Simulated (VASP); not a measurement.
Ru: relaxation of cell and atoms with r2SCAN

Crystal: Ru.

```
Ru
1.0
    -1.32325    1.32325    2.01313
     1.32325   -1.32325    2.01313
     1.32325    1.32325   -2.01313
Ru
1
Direct
  0.00000 0.00000 0.00000
```

* Program: VASP 6.6.1
* Task: relaxation of cell and atoms
* Functional: r2SCAN
* Potentials or basis: VASP PAW PBE potentials, release 64 (Ru_sv)
* Cutoff: 660 eV
* k mesh: 8 × 8 × 8
* Occupations: gaussian, width 0.1 eV
* Spin: no spin polarisation
* Dipole correction: no
* Second run: valence_matched
* Further INCAR settings: ALGO = Normal; EDIFF = 1e-07; IBRION = 2; EDIFFG = -0.04; NSW = 90; ISIF = 3

| Item | Value |
| --- | --- |
| Relaxed volume | 13.52 Å³/atom |
| Relaxed cell | a = 2.674 Å, b = 2.674 Å, c = 2.674 Å, α = 119.99°, β = 119.99°, γ = 90.02° |
| Space group after relaxing (to 0.05 Å) | Fm-3m (No. 225) |
| Energy gained by relaxing | 59.3 meV/atom |
| Ionic steps | 7 |
| Pressure after relaxing | 0.0 GPa |
| Band gap on the k mesh | zero (band 8 reaches 17.42 eV, above the bottom of band 9 at 14.13 eV) |

Stress tensor (GPa, compression positive):
```
-0.07  0.00  0.00
 0.00 -0.07  0.00
 0.00  0.00  0.04
```

Step by step:
```tsv
step	energy change (eV)	largest force (eV/Å)	pressure (GPa)	volume (Å³)
1	0.0000	0.0000	-11.78	14.10
2	0.1436	0.0000	49.83	12.06
3	-0.0405	0.0000	3.33	13.41
4	-0.0588	0.0000	-1.53	13.58
5	-0.0591	0.0000	-1.10	13.56
6	-0.0584	0.0000	2.36	13.42
7	-0.0593	0.0000	-0.03	13.52
```

Final structure:
```yaml
crystal:
  lattice:
    - [-1.33716, 1.33716, 1.89036]
    - [1.33716, -1.33716, 1.89036]
    - [1.33716, 1.33716, -1.89036]
  atoms:
    - { symbol: Ru, position: [0.00000, 0.00000, 0.00000] }
```

Levels at points of the mesh, in eV from the Fermi level:
```tsv
k point	band 5	band 6	band 7	band 8	band 9	band 10	band 11	band 12
(0.00, 0.00, 0.00)	-8.15	-2.56	-2.56	-2.56	-0.01	0.00	15.73	21.82
(0.50, 0.00, 0.00)	-6.24	-2.70	-2.70	1.21	1.96	1.97	10.75	15.37
(0.50, 0.50, 0.00)	-6.58	-6.09	1.91	2.51	2.51	3.97	14.28	14.28
(0.50, 0.50, 0.50)	-6.58	-6.09	1.91	2.51	2.51	3.98	14.28	14.50
```

Wall time 4.4 min on 1 thread of AMD EPYC 9R45 96-Core Processor (Zen 5), on a shared host, peak memory 0.13 GiB.

Caveat: the k points lie up to 0.42 Å⁻¹ apart in the final cell; the PAW data sets were made with another functional, which shifts forces and pressure a little.
